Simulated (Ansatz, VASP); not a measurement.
## Two plane-wave programs on TiO2

```
Ti O
1.0
    -1.89961    1.89961    4.84851
     1.89961   -1.89961    4.84851
     1.89961    1.89961   -4.84851
Ti O
2 4
Direct
  0.00000 0.00000 0.00000
  0.75000 0.25000 0.50000
  0.20650 0.20650 0.00000
  0.95649 0.45649 0.50000
  0.54351 0.04351 0.50000
  0.79351 0.79351 0.00000
```

Alike in both runs: task relaxation of cell and atoms; functional PBE; dispersion D3(BJ); k mesh 10 × 10 × 10; occupations gaussian, width 0.02 eV; no spin polarisation.

|  | VASP | Ansatz |
| --- | --- | --- |
| version | VASP 6.6.1 | Ansatz 0.2.0 |
| potentials or method | VASP PAW PBE potentials, release 64 (Ti_sv, O) | scalar-relativistic, plane waves, PAW |
| plane-wave cutoff (eV) | 600 | 420 |
| valence electrons in the cell | 48 | 48 |

|  | VASP | Ansatz | Ansatz less VASP |
| --- | --- | --- | --- |
| gap on the k mesh at the Fermi level, each at its own relaxed structure (eV) | 2.09 | 2.12 | +0.030 |
| relaxed volume (Å³/atom) | 11.46 | 11.44 | -0.021 |
| relaxed cell length with the largest relative difference (Å) | 5.487 | 5.485 | -0.0017 |
